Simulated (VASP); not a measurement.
Here is a VASP 6.6.1 calculation.

Contents of INCAR:

```
PREC     = Accurate       # precision mode
ENCUT    = 520            # plane-wave cutoff, eV
EDIFF    = 1E-8           # SCF threshold, eV
ISMEAR   = -1             # smearing method
SIGMA    = 0.03           # smearing width, eV
LREAL    = False          # projectors in reciprocal space
LASPH    = True           # aspherical terms in the spheres
NELM     = 100            # most SCF steps
ALGO     = Normal         # electronic algorithm
ISIF     = 2              # what is computed and relaxed
LWAVE    = False          # write WAVECAR
LCHARG   = False          # write CHGCAR
GGA      = PS             # functional
LEFG     = True         
NBANDS   = 15             # bands
```

KPOINTS

```
Automatic mesh
0
Gamma
  14 14 14
```

Contents of POSCAR:

```
TiC
1.0
    0.0000000000      2.1640000000      2.1640000000
    2.1640000000      0.0000000000      2.1640000000
    2.1640000000      2.1640000000      0.0000000000
Ti C
1 1
Direct
    0.0000000000      0.0000000000      0.0000000000
    0.5000000000      0.5000000000      0.5000000000
```

Potentials or basis: VASP PAW PBE potentials, release 64 (Ti_sv, C).

Command:

```sh
$ cat potpaw_PBE.64/Ti_sv/POTCAR potpaw_PBE.64/C/POTCAR > POTCAR
$ mpirun -np 1 vasp_std > vasp.out
```

**Question.** Estimate the pressure.

**Answer.** -5.9 GPa.

**Question.** Estimate the band gap on the k mesh.

**Answer.** Zero (band 8 reaches 9.99 eV, above the bottom of band 9 at 8.93 eV).

Caveat: without QUAD_EFG the Cq values of the log hold for a quadrupole moment of 1 mb, not for the nuclei; the PAW data sets were made with another functional, which shifts forces and pressure a little.
